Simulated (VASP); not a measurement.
# CoPt2O2 in VASP: settings compared

Aim: see how the results for CoPt2O2 move with the level of theory and the settings. Levels: r2SCAN, PBEsol. Tasks: single point.

Everything below comes from runs of VASP 6.6.1. Logs are shortened: lines on timing, memory, paths and dates and some standing lists are left out, and cuts for length are marked.

**1. The cell of the first run**

The cell holds a slab with vacuum, 5 atoms: a = 2.810 Å, b = 2.810 Å, c = 20.899 Å, α = 90.00°, β = 90.00°, γ = 120.00°.

**2. Single point, r2SCAN**

The input, POSCAR:

```
CoPt2O2
1.0
    2.8101831225      0.0000000000      0.0000000000
   -1.4050915612      2.4336899733      0.0000000000
    0.0000000000      0.0000000000     20.8988731690
Pt O Co
2 2 1
Direct
    0.6666666667      0.3333333333      0.3588710233
    0.3333333333      0.6666666667      0.6411289767
    0.6666666667      0.3333333333      0.4539101518
    0.3333333333      0.6666666667      0.5460898482
    0.0000000000      0.0000000000      0.5000000000
```

The input, INCAR.step1:

```
PREC = Accurate ; ENCUT = 520
ISMEAR = 0 ; SIGMA = 0.1
LREAL = F ; LASPH = T
NELM = 80 ; LDIPOL = T
IDIPOL = 3 ; DIPOL = 0.5 0.5 0.500
NBANDS = 28 ; GGA = PE
ALGO = Normal ; EDIFF = 1E-4
LWAVE = T ; LCHARG = F
```

The input, INCAR.step2:

```
PREC = Accurate ; ENCUT = 520
EDIFF = 1E-6 ; ISMEAR = 0
SIGMA = 0.1 ; LREAL = F
LASPH = T ; NELM = 80
ALGO = Normal ; ISIF = 2
LWAVE = F ; LCHARG = F
LDIPOL = T ; IDIPOL = 3
DIPOL = 0.5 0.5 0.500 ; METAGGA = R2SCAN
LMIXTAU = T ; NBANDS = 28
ISTART = 1
```

The input, KPOINTS:

```
regular mesh
0
Gamma
  12 12 1
```

Potentials or basis: VASP PAW PBE potentials, release 64 (Pt, O, Co).

Run with:

```bash
$ cat potpaw_PBE.64/Pt/POTCAR potpaw_PBE.64/O/POTCAR potpaw_PBE.64/Co/POTCAR > POTCAR
$ cp INCAR.step1 INCAR
$ mpirun -np 1 vasp_std > vasp.out
$ cp INCAR.step2 INCAR
$ mpirun -np 1 vasp_std > vasp.out
```

OUTCAR:

```text
PREC = Accurate
   ENCUT = 520
   EDIFF = 1E-6
   ISMEAR = 0
   LREAL = F
   LASPH = T
   NELM = 80
   ISIF = 2
   METAGGA = R2SCAN
   ISTART = 1

 ion  position               nearest neighbor table
   1  0.667  0.333  0.359-   3 1.99
   2  0.333  0.667  0.641-   4 1.99
   3  0.667  0.333  0.454-   5 1.89   5 1.89   5 1.89   1 1.99
   4  0.333  0.667  0.546-   5 1.89   5 1.89   5 1.89   2 1.99
   5  0.000  0.000  0.500-   3 1.89   4 1.89   4 1.89   3 1.89   3 1.89   4 1.89

  LATTYP: Found a hexagonal cell.
 ALAT       =     2.8101831225
 C/A-ratio  =     7.4368367676

  Lattice vectors:

 A1 = (   2.8101831225,   0.0000000000,   0.0000000000)
 A2 = (  -1.4050915612,   2.4336899733,   0.0000000000)
 A3 = (   0.0000000000,   0.0000000000,  20.8988731690)

Analysis of symmetry for initial positions (statically):
=====================================================================
 Subroutine PRICEL returns:
 Original cell was already a primitive cell.

 Routine SETGRP: Setting up the symmetry group for a
 hexagonal supercell.

 Subroutine GETGRP returns: Found 12 space group operations
 (whereof 12 operations were pure point group operations)
 out of a pool of 24 trial point group operations.

The static configuration has the point symmetry D_3d.

Analysis of symmetry for dynamics (positions and initial velocities):
=====================================================================
 Subroutine PRICEL returns:
 Original cell was already a primitive cell.

 Routine SETGRP: Setting up the symmetry group for a
 hexagonal supercell.

 Subroutine GETGRP returns: Found 12 space group operations
 (whereof 12 operations were pure point group operations)
 out of a pool of 24 trial point group operations.

The dynamic configuration has the point symmetry D_3d.

 Subroutine INISYM returns: Found 12 space group operations
 (whereof 12 operations are pure point group operations),
 and found     1 'primitive' translations

----------------------------------------------------------------------------------------

                                     Primitive cell

  volume of cell :     142.9298

  direct lattice vectors                    reciprocal lattice vectors
     2.810183122  0.000000000  0.000000000     0.355848696  0.205449340  0.000000000
    -1.405091561  2.433689973  0.000000000     0.000000000  0.410898681  0.000000000
     0.000000000  0.000000000 20.898873169     0.000000000  0.000000000  0.047849470

  length of vectors
     2.810183122  2.810183122 20.898873169     0.410898681  0.410898681  0.047849470

  position of ions in fractional coordinates (direct lattice)
     0.666666667  0.333333333  0.358871023
     0.333333333  0.666666667  0.641128977
     0.666666667  0.333333333  0.453910152
     0.333333333  0.666666667  0.546089848
     0.000000000  0.000000000  0.500000000

  ion indices of the primitive-cell ions
   primitive index   ion index
                 1           1
                 2           2
                 3           3
                 4           4
                 5           5

----------------------------------------------------------------------------------------

 KPOINTS: regular mesh

Automatic generation of k-mesh.
 Grid dimensions read from file:
 generate k-points for:   12   12    1

 Generating k-lattice:

  Cartesian coordinates                     Fractional coordinates (reciprocal lattice)
     0.029654058  0.017120778  0.000000000     0.083333333  0.000000000  0.000000000
     0.000000000  0.034241557  0.000000000     0.000000000  0.083333333  0.000000000
     0.000000000  0.000000000  0.047849470     0.000000000  0.000000000  1.000000000

  Length of vectors
     0.034241557  0.034241557  0.047849470

  Shift w.r.t. Gamma in fractional coordinates (k-lattice)
     0.000000000  0.000000000  0.000000000

 Subroutine IBZKPT returns following result:
 ===========================================

 Found     19 irreducible k-points:

 Following reciprocal coordinates:
            Coordinates               Weight
  0.000000  0.000000  0.000000      1.000000
  0.083333 -0.000000  0.000000      6.000000
  0.166667  0.000000  0.000000      6.000000
  0.250000 -0.000000  0.000000      6.000000
  0.333333  0.000000  0.000000      6.000000
  0.416667  0.000000  0.000000      6.000000
[... 11 lines left out ...]
  0.333333  0.250000  0.000000     12.000000
  0.333333  0.333333  0.000000      2.000000
   k-points           NKPTS =     19   k-points in BZ     NKDIM =     19   number of bands    NBANDS=     28
   number of dos      NEDOS =    301   number of ions     NIONS =      5
   total plane-waves  NPLWV =  92160
   dimension x,y,z NGX =    24 NGY =   24 NGZ =  160
   dimension x,y,z NGXF=    48 NGYF=   48 NGZF=  320
   ions per type =               2   2   1
   NGX,Y,Z   is equivalent  to a cutoff of  14.20, 14.20, 12.73 a.u.
   NGXF,Y,Z  is equivalent  to a cutoff of  28.40, 28.40, 25.46 a.u.
 SYSTEM =  unknown system
   PREC   = accura    normal or accurate (medium, high low for compatibility)
   ISTART =      1    job   : 0-new  1-cont  2-samecut
   ICHARG =      0    charge: 1-file 2-atom 10-const
   ISPIN  =      1    spin polarized calculation?
   LNONCOLLINEAR =      F non collinear calculations
   LSORBIT =      F    spin-orbit coupling
   LASPH  =      T    aspherical Exc in radial PAW
   ENCUT  =  520.0 eV  38.22 Ry    6.18 a.u.   5.23  5.23 38.86*2*pi/ulx,y,z
   NELM   =     80;   NELMIN=  2; NELMDL=  0     # of ELM steps
   EDIFF  = 0.1E-05   stopping-criterion for ELM
   LREAL  =      F    real-space projection
   EDIFFG = 0.1E-04   stopping-criterion for IOM
   NSW    =      0    number of steps for IOM
   IBRION =     -1    ionic relax: 0-MD 1-quasi-New 2-CG
   NFREE  =      0    steps in history (QN), initial steepest desc. (CG)
   ISIF   =      2    stress and relaxation
   ISYM   =      2    0-nonsym 1-usesym 2-fastsym
   POTIM  = 0.5000    time-step for ionic-motion
   TEBEG  =    0.0;   TEEND  =   0.0 temperature during run
   PSTRESS=    0.0 pullay stress
   NELECT =      41.0000    total number of electrons
   NUPDOWN=      -1.0000    fix difference up-down
   EMIN   =  10.00;   EMAX   =-10.00  energy-range for DOS
   EFERMI =   0.00;   METHOD = LEGACY
   ISMEAR =     0;   SIGMA  =   0.10  broadening in eV -4-tet -1-fermi 0-gaus
   EFERMI_NEDOS =   21; number of points for ismear=-14 and -15
   IALGO  =     38    algorithm
   IMIX   =      4    mixing-type and parameters
     AMIX     =   0.40;   BMIX     =  1.00
     AMIX_MAG =   1.60;   BMIX_MAG =  1.00
  volume/ion in A,a.u.               =      28.59       192.91
  Fermi-wavevector in a.u.,A,eV,Ry     =   1.079680  2.040300 15.860443  1.165710
  Thomas-Fermi vector in A             =   2.215652
   LORBIT       =      0    0 simple, 1 ext, 2 COOP (PROOUT), +10 PAW based schemes
   METAGGA = R2SCAN    functional components
   LHFCALC =     F    Hartree Fock is set to
   AEXX    =    0.0000 exact exchange contribution
   IVDW    =     0    specifies the selected vdW correction
   LEPSILON=     F    determine dielectric tensor
   LRPA    =     F    only Hartree local field effects (RPA)
 non-spin polarized calculation
 Gauss-broadening in eV      SIGMA  =   0.10
  energy-cutoff  :      520.00
  volume of cell :      142.93
 maximum number of plane-waves:      3876
 NGX is ok and might be reduce to    24
   NGX = 11   NGY = 11   NGZ = 77

 dipolmoment           0.000000      0.000000      0.000000 electrons x Angstroem

 number of electron      41.0000004 magnetization

 dipolmoment           0.000000      0.000000     -0.000000 electrons x Angstroem

 Free energy of the ion-electron system (eV)
  ---------------------------------------------------
  ext. energy  EPLUGINS =         0.00000000
  ---------------------------------------------------
  free energy    TOTEN  =      -129.50027354 eV

  energy without entropy =     -129.45332224  energy(sigma->0) =     -129.47679789

 E-fermi :   0.4828     XC(G=0):  -6.2663

 val. band max:        0.4799068342   @ k =   0.4167   0.0000   0.0000
 cond. band min:       0.4861076860   @ k =   0.2500   0.1667   0.0000
 fundamental gap:      0.0062008518
 Fermi energy:         0.4828327737

 k-point     1 :       0.0000    0.0000    0.0000
  band No.  band energies     occupation
      1     -22.4380      2.00000
      2     -20.7919      2.00000
      3      -8.9902      2.00000
      4      -6.8946      2.00000
      5      -6.6388      2.00000
      6      -6.3963      2.00000
[... 20 lines left out ...]
     27       5.4048      0.00000
     28       5.7531      0.00000

 k-point     2 :       0.0833   -0.0000    0.0000
  band No.  band energies     occupation
      1     -22.3570      2.00000
      2     -20.7814      2.00000
      3      -8.8866      2.00000
      4      -7.0359      2.00000
      5      -6.4108      2.00000
      6      -6.3532      2.00000
[... 20 lines left out ...]
     27       5.5630      0.00000
     28       5.9801      0.00000

 k-point     3 :       0.1667    0.0000    0.0000
  band No.  band energies     occupation
      1     -22.1279      2.00000
      2     -20.7548      2.00000
      3      -8.6073      2.00000
      4      -7.4422      2.00000
      5      -6.2373      2.00000
      6      -5.8724      2.00000
[... 20 lines left out ...]
     27       6.0193      0.00000
     28       6.6331      0.00000

 k-point     4 :       0.2500   -0.0000    0.0000
  band No.  band energies     occupation
      1     -21.7924      2.00000
      2     -20.7253      2.00000
      3      -8.2493      2.00000
      4      -7.7881      2.00000
      5      -6.2029      2.00000
      6      -6.0900      2.00000
[... 423 lines left out ...]
     27       9.0770      0.00000
     28       9.8267      0.00000

 k-point    18 :       0.3333    0.2500    0.0000
  band No.  band energies     occupation
      1     -20.8347      2.00000
      2     -20.7318      2.00000
      3      -7.9748      2.00000
      4      -7.6903      2.00000
      5      -6.8884      2.00000
      6      -6.4884      2.00000
[... 20 lines left out ...]
     27       7.5669      0.00000
     28      10.6875      0.00000

 k-point    19 :       0.3333    0.3333    0.0000
  band No.  band energies     occupation
      1     -20.7545      2.00000
      2     -20.7545      2.00000
      3      -7.6904      2.00000
      4      -7.6904      2.00000
      5      -7.1773      2.00000
      6      -6.4354      2.00000
[... 20 lines left out ...]
     27       8.4915      0.00000
     28       8.5253      0.00000

------------------------ aborting loop because EDIFF is reached ----------------------------------------

 vacuum level on the upper side and lower side of the slab       (xc-potential included)        -0.102        -0.102

  FORCE on cell =-STRESS in cart. coord.  units (eV):
  Direction    XX          YY          ZZ          XY          YZ          ZX
  --------------------------------------------------------------------------------------
  -------------------------------------------------------------------------------------
  Total       -2.4572505     -2.4572505      4.8859667     -0.0000000      0.0000000      0.0000000
  in kB      -27.5446507    -27.5446507     54.7694452     -0.0000000      0.0000000      0.0000000
  external PRESSURE =      -0.1066187 kB  Pullay stress =       0.0000000 kB

 VOLUME and BASIS-vectors are now :
 -----------------------------------------------------------------------------
  energy-cutoff  :      520.00
  volume of cell :      142.93
      direct lattice vectors                 reciprocal lattice vectors
     2.810183122  0.000000000  0.000000000     0.355848696  0.205449340  0.000000000
    -1.405091561  2.433689973  0.000000000     0.000000000  0.410898681  0.000000000
     0.000000000  0.000000000 20.898873169     0.000000000  0.000000000  0.047849470

 POSITION                                       TOTAL-FORCE (eV/Angst)
 -----------------------------------------------------------------------------------
      1.40509      0.81123      7.50000        -0.000000      0.000000     -0.913830
     -0.00000      1.62246     13.39887         0.000000     -0.000000      0.913830
      1.40509      0.81123      9.48621         0.000000      0.000000      0.230237
     -0.00000      1.62246     11.41266        -0.000000     -0.000000     -0.230237
      0.00000      0.00000     10.44944         0.000000      0.000000      0.000000
 -----------------------------------------------------------------------------------
    total drift:                                0.000000     -0.000000      0.000000

  FREE ENERGIE OF THE ION-ELECTRON SYSTEM (eV)
  ---------------------------------------------------
  free  energy   TOTEN  =      -129.5002735416 eV

  energy  without entropy=     -129.4533222421  energy(sigma->0) =     -129.47679789

 vacuum level on the upper side and lower side of the slab         5.668         5.668
```

Run time: 14 min. Hardware: 1 thread of Intel Xeon 8259CL, shared host; peak memory 0.37 GiB.

What came out:

| Item | Value |
| --- | --- |
| Free energy | -129.5003 eV |
| Largest force | 0.914 eV/Å |
| Band gap on the k mesh | zero (an odd number of electrons rules out a gap without spin polarisation) |

Forces on the atoms (eV/Å):
```
Pt   0.000  0.000 -0.914
Pt   0.000  0.000  0.914
O    0.000  0.000  0.230
O    0.000  0.000 -0.230
Co   0.000  0.000  0.000
```

Caveat: the PAW data sets were made with another functional, which shifts forces and pressure a little; spin-orbit coupling is left out, which moves the levels of the heavy elements; an odd number of electrons without spin polarisation forces a metal; a magnetic or distorted state may lie lower; the run has no spin polarisation, though such a crystal can be magnetic. With open d or f shells a metallic result of r2SCAN can be an artefact of self-interaction; +U or a hybrid may open a gap.

**3. Single point, PBEsol**

The input, INCAR:

```
ALGO = Normal
DIPOL = 0.5 0.5 0.500
EDIFF = 1E-6
ENCUT = 520
GGA = PS
IDIPOL = 3
ISIF = 2
ISMEAR = 0
LASPH = T
LCHARG = T
LDIPOL = T
LELF = T
LREAL = F
LVACPOTAV = T
LVHAR = T
LWAVE = F
NBANDS = 28
NELM = 60
PREC = Accurate
SIGMA = 0.1
```

The input, KPOINTS:

```
k-points
0
Gamma
  12 12 3
```

POSCAR is that of step 2.

Potentials or basis: VASP PAW PBE potentials, release 64 (Pt, O, Co).

Run with:

```bash
$ cat potpaw_PBE.64/Pt/POTCAR potpaw_PBE.64/O/POTCAR potpaw_PBE.64/Co/POTCAR > POTCAR
$ mpirun -np 1 vasp_std > vasp.out
```

Run time: 11 min. Hardware: 1 thread of Intel Xeon 8259CL, shared host; peak memory 0.42 GiB.

The run converged. Its results:

```
Free energy            : -32.8939 eV
Largest force          : 0.794 eV/Å
Band gap on the k mesh : zero (an odd number of electrons rules out a gap without spin polarisation)
```

Forces in eV/Å, atoms in the order of the input:
```
Pt   0.000  0.000 -0.794
Pt   0.000  0.000  0.794
O    0.000  0.000  0.253
O    0.000  0.000 -0.253
Co   0.000  0.000  0.000
```

Levels at points of the mesh, in eV from the Fermi level:
```
           k point  band 16  band 17  band 18  band 19  band 20  band 21  band 22  band 23  band 24  band 25
(0.00, 0.00, 0.00)    -1.80    -1.80    -1.14    -1.14    -0.85    -0.64    -0.64    -0.21     1.78     1.78
(0.50, 0.00, 0.00)    -1.12    -0.97    -0.20     0.14     0.34     0.34     1.61     1.64     2.32     2.33
```

Caveat: the PAW data sets were made with another functional, which shifts forces and pressure a little; spin-orbit coupling is left out, which moves the levels of the heavy elements; an odd number of electrons without spin polarisation forces a metal; a magnetic or distorted state may lie lower; the run has no spin polarisation, though such a crystal can be magnetic.
